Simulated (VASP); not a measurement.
# Nb (Fm-3m) in VASP: further runs

Runs on Nb. Level: PBE. Tasks: single point.

Everything below comes from runs of VASP 6.6.1. Logs are shortened: lines on timing, memory, paths and dates and some standing lists are left out, and cuts for length are marked.

### 1 The cell of the first run

It takes space group Fm-3m (No. 225, cubic). The conventional cell has a = 4.260 Å, b = 4.260 Å, c = 4.260 Å, α = 90.00°, β = 90.00°, γ = 90.00°. Nb (site symmetry m-3m) has 12 Nb at 3.01 Å within 4.0 Å.

This isn't the form of Nb at room conditions, which is bcc.

### 2 Single point, PBE (19.33 Å³/atom)

INCAR reads:

```
ALGO     = Fast           # electronic algorithm
EDIFF    = 1E-6           # SCF threshold, eV
ENCUT    = 520            # plane-wave cutoff, eV
GGA      = PE             # functional
ISIF     = 2              # what is computed and relaxed
ISMEAR   = 0              # smearing method
LASPH    = True           # aspherical terms in the spheres
LCHARG   = False          # write CHGCAR
LREAL    = False          # projectors in reciprocal space
LWAVE    = False          # write WAVECAR
NBANDS   = 12             # bands
NELM     = 100            # most SCF steps
PREC     = Accurate       # precision mode
SIGMA    = 0.1            # smearing width, eV
```

KPOINTS reads:

```
k-points
0
Gamma
  18 18 18
```

POSCAR reads:

```
Nb
1.0
    0.0000000000      2.1301137445      2.1301137445
    2.1301137445      0.0000000000      2.1301137445
    2.1301137445      2.1301137445      0.0000000000
Nb
1
Direct
    0.0000000000      0.0000000000      0.0000000000
```

Potentials or basis: VASP PAW PBE potentials, release 64 (Nb_sv).

The run is started by

```bash
$ cat potpaw_PBE.64/Nb_sv/POTCAR > POTCAR
$ mpirun -np 1 vasp_std > vasp.out
```

OUTCAR:

```text
EDIFF = 1E-6
   ENCUT = 520
   GGA = PE
   ISIF = 2
   ISMEAR = 0
   LASPH = True
   LREAL = False
   NELM = 100
   PREC = Accurate

 ion  position               nearest neighbor table
   1  0.000  0.000  0.000-

  LATTYP: Found a face centered cubic cell.
 ALAT       =     4.2602274890

  Lattice vectors:

 A1 = (   0.0000000000,   2.1301137445,   2.1301137445)
 A2 = (   2.1301137445,   0.0000000000,   2.1301137445)
 A3 = (   2.1301137445,   2.1301137445,   0.0000000000)

Analysis of symmetry for initial positions (statically):
=====================================================================
 Subroutine PRICEL returns:
 Original cell was already a primitive cell.

 Routine SETGRP: Setting up the symmetry group for a
 face centered cubic supercell.

 Subroutine GETGRP returns: Found 48 space group operations
 (whereof 48 operations were pure point group operations)
 out of a pool of 48 trial point group operations.

The static configuration has the point symmetry O_h .

Analysis of symmetry for dynamics (positions and initial velocities):
=====================================================================
 Subroutine PRICEL returns:
 Original cell was already a primitive cell.

 Routine SETGRP: Setting up the symmetry group for a
 face centered cubic supercell.

 Subroutine GETGRP returns: Found 48 space group operations
 (whereof 48 operations were pure point group operations)
 out of a pool of 48 trial point group operations.

The dynamic configuration has the point symmetry O_h .

 Subroutine INISYM returns: Found 48 space group operations
 (whereof 48 operations are pure point group operations),
 and found     1 'primitive' translations

----------------------------------------------------------------------------------------

                                     Primitive cell

  volume of cell :      19.3303

  direct lattice vectors                    reciprocal lattice vectors
     0.000000000  2.130113745  2.130113745    -0.234729249  0.234729249  0.234729249
     2.130113745  0.000000000  2.130113745     0.234729249 -0.234729249  0.234729249
     2.130113745  2.130113745  0.000000000     0.234729249  0.234729249 -0.234729249

  length of vectors
     3.012435747  3.012435747  3.012435747     0.406562986  0.406562986  0.406562986

  position of ions in fractional coordinates (direct lattice)
     0.000000000  0.000000000  0.000000000

  ion indices of the primitive-cell ions
   primitive index   ion index
                 1           1

----------------------------------------------------------------------------------------

 KPOINTS: k-points

Automatic generation of k-mesh.
 Grid dimensions read from file:
 generate k-points for:   18   18   18

 Generating k-lattice:

  Cartesian coordinates                     Fractional coordinates (reciprocal lattice)
    -0.013040514  0.013040514  0.013040514     0.055555556  0.000000000  0.000000000
     0.013040514 -0.013040514  0.013040514     0.000000000  0.055555556  0.000000000
     0.013040514  0.013040514 -0.013040514     0.000000000  0.000000000  0.055555556

  Length of vectors
     0.022586833  0.022586833  0.022586833

  Shift w.r.t. Gamma in fractional coordinates (k-lattice)
     0.000000000  0.000000000  0.000000000

 Subroutine IBZKPT returns following result:
 ===========================================

 Found    195 irreducible k-points:

 Following reciprocal coordinates:
            Coordinates               Weight
  0.000000  0.000000  0.000000      1.000000
  0.055556  0.000000  0.000000      8.000000
  0.111111  0.000000  0.000000      8.000000
  0.166667  0.000000  0.000000      8.000000
  0.222222  0.000000  0.000000      8.000000
  0.277778  0.000000  0.000000      8.000000
[... 16 lines left out ...]
 -0.277778  0.055556  0.000000     24.000000
 -0.222222  0.055556  0.000000     24.000000
 [... further k-points ...]
   k-points           NKPTS =    195   k-points in BZ     NKDIM =    195   number of bands    NBANDS=     12
   number of dos      NEDOS =    301   number of ions     NIONS =      1
   total plane-waves  NPLWV =  13824
   dimension x,y,z NGX =    24 NGY =   24 NGZ =   24
   dimension x,y,z NGXF=    48 NGYF=   48 NGZF=   48
   ions per type =               1
   NGX,Y,Z   is equivalent  to a cutoff of  13.24, 13.24, 13.24 a.u.
   NGXF,Y,Z  is equivalent  to a cutoff of  26.49, 26.49, 26.49 a.u.
 SYSTEM =  unknown system
   PREC   = accura    normal or accurate (medium, high low for compatibility)
   ISTART =      0    job   : 0-new  1-cont  2-samecut
   ICHARG =      2    charge: 1-file 2-atom 10-const
   ISPIN  =      1    spin polarized calculation?
   LNONCOLLINEAR =      F non collinear calculations
   LSORBIT =      F    spin-orbit coupling
   LASPH  =      T    aspherical Exc in radial PAW
   ENCUT  =  520.0 eV  38.22 Ry    6.18 a.u.   5.60  5.60  5.60*2*pi/ulx,y,z
   NELM   =    100;   NELMIN=  2; NELMDL= -5     # of ELM steps
   EDIFF  = 0.1E-05   stopping-criterion for ELM
   LREAL  =      F    real-space projection
   EDIFFG = 0.1E-04   stopping-criterion for IOM
   NSW    =      0    number of steps for IOM
   IBRION =     -1    ionic relax: 0-MD 1-quasi-New 2-CG
   NFREE  =      0    steps in history (QN), initial steepest desc. (CG)
   ISIF   =      2    stress and relaxation
   ISYM   =      2    0-nonsym 1-usesym 2-fastsym
   POTIM  = 0.5000    time-step for ionic-motion
   TEBEG  =    0.0;   TEEND  =   0.0 temperature during run
   PSTRESS=    0.0 pullay stress
   NELECT =      13.0000    total number of electrons
   NUPDOWN=      -1.0000    fix difference up-down
   EMIN   =  10.00;   EMAX   =-10.00  energy-range for DOS
   EFERMI =   0.00;   METHOD = LEGACY
   ISMEAR =     0;   SIGMA  =   0.10  broadening in eV -4-tet -1-fermi 0-gaus
   EFERMI_NEDOS =   21; number of points for ismear=-14 and -15
   IALGO  =     68    algorithm
   IMIX   =      4    mixing-type and parameters
     AMIX     =   0.40;   BMIX     =  1.00
     AMIX_MAG =   1.60;   BMIX_MAG =  1.00
  volume/ion in A,a.u.               =      19.33       130.45
  Fermi-wavevector in a.u.,A,eV,Ry     =   1.434310  2.710454 27.990537  2.057246
  Thomas-Fermi vector in A             =   2.553733
   LORBIT       =      0    0 simple, 1 ext, 2 COOP (PROOUT), +10 PAW based schemes
   GGA     = PE    functional components
   LHFCALC =     F    Hartree Fock is set to
   AEXX    =    0.0000 exact exchange contribution
   IVDW    =     0    specifies the selected vdW correction
   LEPSILON=     F    determine dielectric tensor
   LRPA    =     F    only Hartree local field effects (RPA)
 non-spin polarized calculation
 RMM-DIIS sequential band-by-band and
 Gauss-broadening in eV      SIGMA  =   0.10
  energy-cutoff  :      520.00
  volume of cell :       19.33
 maximum number of plane-waves:       534
   NGX = 11   NGY = 11   NGZ = 11

 number of electron      13.0000000 magnetization

 Free energy of the ion-electron system (eV)
  ---------------------------------------------------
  ext. energy  EPLUGINS =         0.00000000
  ---------------------------------------------------
  free energy    TOTEN  =        -9.88872149 eV

  energy without entropy =       -9.88181046  energy(sigma->0) =       -9.88526598

 E-fermi :  10.5653     XC(G=0): -12.1430

 val. band max:       10.5615392350   @ k =  -0.2778   0.1111   0.0000
 cond. band min:      10.5681050148   @ k =  -0.3889   0.2222   0.0556
 fundamental gap:      0.0065657797
 Fermi energy:        10.5652712027

 k-point     1 :       0.0000    0.0000    0.0000
  band No.  band energies     occupation
      1     -44.2737      2.00000
      2     -19.7126      2.00000
      3     -19.7126      2.00000
      4     -19.7126      2.00000
      5       4.4089      2.00000
      6      10.6795      0.10633
      7      10.6795      0.10633
      8      10.6795      0.10633
      9      13.1674      0.00000
     10      13.1674      0.00000
     11      22.3440      0.00000
     12      26.9935      0.00000

 k-point     2 :       0.0556    0.0000    0.0000
  band No.  band energies     occupation
      1     -44.2687      2.00000
      2     -19.7472      2.00000
      3     -19.7169      2.00000
      4     -19.7169      2.00000
      5       4.5207      2.00000
      6      10.5924      0.70121
      7      10.7311      0.01903
      8      10.7311      0.01903
      9      13.1219      0.00000
     10      13.1219      0.00000
     11      22.5682      0.00000
     12      26.4959      0.00000

 k-point     3 :       0.1111    0.0000    0.0000
  band No.  band energies     occupation
      1     -44.2541      2.00000
      2     -19.8460      2.00000
      3     -19.7293      2.00000
      4     -19.7293      2.00000
      5       4.8427      2.00000
      6      10.3676      1.99481
      7      10.8658      0.00002
      8      10.8658      0.00002
      9      13.0188      0.00000
     10      13.0188      0.00000
     11      23.1750      0.00000
     12      25.4809      0.00000

 k-point     4 :       0.1667    0.0000    0.0000
  band No.  band energies     occupation
      1     -44.2316      2.00000
      2     -19.9952      2.00000
      3     -19.7483      2.00000
      4     -19.7483      2.00000
      5       5.3321      2.00000
      6      10.0979      2.00000
      7      11.0145      0.00000
      8      11.0145      0.00000
      9      12.9588      0.00000
     10      12.9588      0.00000
     11      23.7608      0.00000
     12      24.7137      0.00000

 k-point     5 :       0.2222    0.0000    0.0000
  band No.  band energies     occupation
      1     -44.2039      2.00000
      2     -20.1747      2.00000
      3     -19.7714      2.00000
      4     -19.7714      2.00000
      5       5.9031      2.00000
      6       9.9091      2.00000
      7      11.0663      0.00000
      8      11.0663      0.00000
      9      13.0817      0.00000
     10      13.0817      0.00000
     11      23.1610      0.00000
     12      25.1916      0.00000
[... 228 lines left out ...]
      1     -44.1148      2.00000
      2     -20.6987      2.00000
      3     -19.8745      2.00000
      4     -19.8386      2.00000
      5       6.9382      2.00000
      6      10.4867      1.73345
      7      10.6754      0.11951
      8      11.0629      0.00000
      9      14.3916      0.00000
     10      15.0757      0.00000
     11      21.0647      0.00000
     12      23.0712      0.00000

 k-point    22 :      -0.3333    0.0556    0.0000
  band No.  band energies     occupation
      1     -44.1351      2.00000
      2     -20.5786      2.00000
      3     -19.8614      2.00000
      4     -19.8176      2.00000
      5       6.8769      2.00000
      6      10.3981      1.98190
      7      10.6789      0.10800
      8      10.8174      0.00036
      9      13.8095      0.00000
     10      14.6136      0.00000
     11      21.6296      0.00000
     12      24.1632      0.00000

 k-point    23 :      -0.2778    0.0556    0.0000
  band No.  band energies     occupation
      1     -44.1615      2.00000
      2     -20.4200      2.00000
      3     -19.8410      2.00000
      4     -19.7931      2.00000
      5       6.6405      2.00000
      6       9.9386      2.00000
      7      10.8595      0.00003
      8      10.9944      0.00000
      9      13.2309      0.00000
     10      14.0759      0.00000
     11      22.2897      0.00000
     12      25.2202      0.00000

 k-point    24 :      -0.2222    0.0556    0.0000
  band No.  band energies     occupation
      1     -44.1906      2.00000
      2     -20.2406      2.00000
      3     -19.8157      2.00000
      4     -19.7680      2.00000
      5       6.1799      2.00000
      6       9.8021      2.00000
      7      11.0161      0.00000
      8      11.1331      0.00000
      9      12.7918      0.00000
     10      13.6000      0.00000
     11      23.0612      0.00000
     12      25.4405      0.00000

 [... further k-points ...]
[... 5 lines left out ...]
  --------------------------------------------------------------------------------------
  -------------------------------------------------------------------------------------
  Total       -0.5920670     -0.5920670     -0.5920670     -0.0000000      0.0000000     -0.0000000
  in kB      -49.0730530    -49.0730530    -49.0730530     -0.0000000      0.0000000     -0.0000000
  external PRESSURE =     -49.0730530 kB  Pullay stress =       0.0000000 kB

 VOLUME and BASIS-vectors are now :
 -----------------------------------------------------------------------------
  energy-cutoff  :      520.00
  volume of cell :       19.33
      direct lattice vectors                 reciprocal lattice vectors
     0.000000000  2.130113745  2.130113745    -0.234729249  0.234729249  0.234729249
     2.130113745  0.000000000  2.130113745     0.234729249 -0.234729249  0.234729249
     2.130113745  2.130113745  0.000000000     0.234729249  0.234729249 -0.234729249

 POSITION                                       TOTAL-FORCE (eV/Angst)
 -----------------------------------------------------------------------------------
      0.00000      0.00000      0.00000         0.000000      0.000000      0.000000
 -----------------------------------------------------------------------------------
    total drift:                                0.000000     -0.000000     -0.000000

  FREE ENERGIE OF THE ION-ELECTRON SYSTEM (eV)
  ---------------------------------------------------
  free  energy   TOTEN  =        -9.8887214921 eV

  energy  without entropy=       -9.8818104646  energy(sigma->0) =       -9.88526598
```

It took 68 s on 1 thread of Intel Xeon 8259CL, shared host; peak memory 0.17 GiB.

Results:

```
Free energy            : -9.8887 eV
Pressure               : -4.9 GPa
Band gap on the k mesh : zero (an odd number of electrons rules out a gap without spin polarisation)
```

Levels at points of the mesh, in eV from the Fermi level:
```tsv
k point	band 3	band 4	band 5	band 6	band 7	band 8	band 9	band 10
(0.00, 0.00, 0.00)	-30.28	-30.28	-6.16	0.11	0.11	0.11	2.60	2.60
(0.50, 0.00, 0.00)	-30.42	-30.42	-3.73	-0.06	-0.06	1.26	4.48	4.48
(0.50, 0.50, 0.00)	-30.66	-30.66	-3.90	-3.18	3.41	4.46	5.01	5.01
```

Caveat: the cell stands under tension.

### 3 Single point, PBE (19.89 Å³/atom)

This run uses another cell than the first one, of 19.89 Å³/atom.

INCAR reads:

```
SYSTEM = Nb
PREC = Accurate
ENCUT = 520
EDIFF = 1E-7
ISMEAR = 0
SIGMA = 0.1
LREAL = .FALSE.
LASPH = .TRUE.
NELM = 100
ALGO = Normal
ISIF = 2
LWAVE = .FALSE.
LCHARG = .FALSE.
GGA = PE
NBANDS = 12
```

KPOINTS reads:

```
regular mesh
0
G
  18 18 18
  0 0 0
```

POSCAR reads:

```
Nb
1.0
    0.0000000000      2.1505968640      2.1505968640
    2.1505968640      0.0000000000      2.1505968640
    2.1505968640      2.1505968640      0.0000000000
Nb
1
Direct
    0.0000000000      0.0000000000      0.0000000000
```

Potentials or basis: VASP PAW PBE potentials, release 64 (Nb_sv).

The run is started by

```bash
$ cat potpaw_PBE.64/Nb_sv/POTCAR > POTCAR
$ mpirun -np 1 vasp_std > vasp.out
```

It took 38 s on 1 thread of Intel Xeon 8259CL, shared host; peak memory 0.17 GiB.

It converged, with:

* Free energy: -9.8646 eV
* Pressure: -8.9 GPa
* Band gap on the k mesh: zero (an odd number of electrons rules out a gap without spin polarisation)

Levels at points of the mesh, in eV from the Fermi level:
```csv
k point,band 4,band 5,band 6,band 7,band 8,band 9
"(0.00, 0.00, 0.00)",-30.36,-6.08,0.13,0.13,0.13,2.52
"(0.50, 0.00, 0.00)",-30.49,-3.62,-0.03,-0.03,1.17,4.31
"(0.50, 0.50, 0.00)",-30.71,-3.75,-3.05,3.26,4.30,4.82
```

Caveat: the cell stands under tension.
